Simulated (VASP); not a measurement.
Here is a VASP 6.6.1 calculation.

File INCAR:

```
SYSTEM = SnBi5O2
ALGO = Normal ; EDIFF = 1E-7
ENCUT = 520 ; GGA = PE
ISIF = 2 ; ISMEAR = 0
LASPH = .TRUE. ; LCHARG = .FALSE.
LREAL = .FALSE. ; LWAVE = .FALSE.
NBANDS = 60 ; NELM = 100
PREC = Accurate ; SIGMA = 0.2
```

File KPOINTS:

```
k-points
0
G
  3 3 2
  0 0 0
```

The input POSCAR:

```
SnBi5O2
1.0
    6.4889869616      0.0000000000      0.0000000000
   -3.2444934808      5.6196275536      0.0000000000
    0.0000000000      0.0000000000      7.6027698691
Sn Bi O
1 5 2
Direct
    0.0000000000      0.0000000000      0.7301395226
    0.3333333333      0.6666666667      0.5328565636
    0.6666666667      0.3333333333      0.5328565636
    0.5000000000      0.0000000000      0.9165990189
    0.0000000000      0.5000000000      0.9165990189
    0.5000000000      0.5000000000      0.9165990189
    0.3333333333      0.6666666667      0.0941231818
    0.6666666667      0.3333333333      0.0941231818
```

Potentials or basis: VASP PAW PBE potentials, release 64 (Sn_d, Bi_d, O).

The run is started by

```bash
$ cat potpaw_PBE.64/Sn_d/POTCAR potpaw_PBE.64/Bi_d/POTCAR potpaw_PBE.64/O/POTCAR > POTCAR
$ mpirun -np 1 vasp_std > vasp.out
```

Question: Estimate the band gap on the k mesh.

Answer: Zero (an odd number of electrons rules out a gap without spin polarisation).

Question: Estimate the pressure.

Answer: 0.5 GPa.

Question: What does it give for the largest force?

Answer: 0.079 eV/Å.

Forces in eV/Å, atoms in the order of the input:
```
Sn   0.000  0.000  0.051
Bi   0.000  0.000 -0.041
Bi   0.000  0.000 -0.041
Bi   0.000  0.000 -0.043
Bi   0.000  0.000 -0.043
Bi   0.000  0.000 -0.043
O    0.000  0.000  0.079
O    0.000  0.000  0.079
```

Caveat: the k points lie up to 0.41 Å⁻¹ apart, too coarse for converged energies and pressures of a metal; spin-orbit coupling is left out, which moves the levels of the heavy elements; an odd number of electrons without spin polarisation forces a metal; a magnetic or distorted state may lie lower.
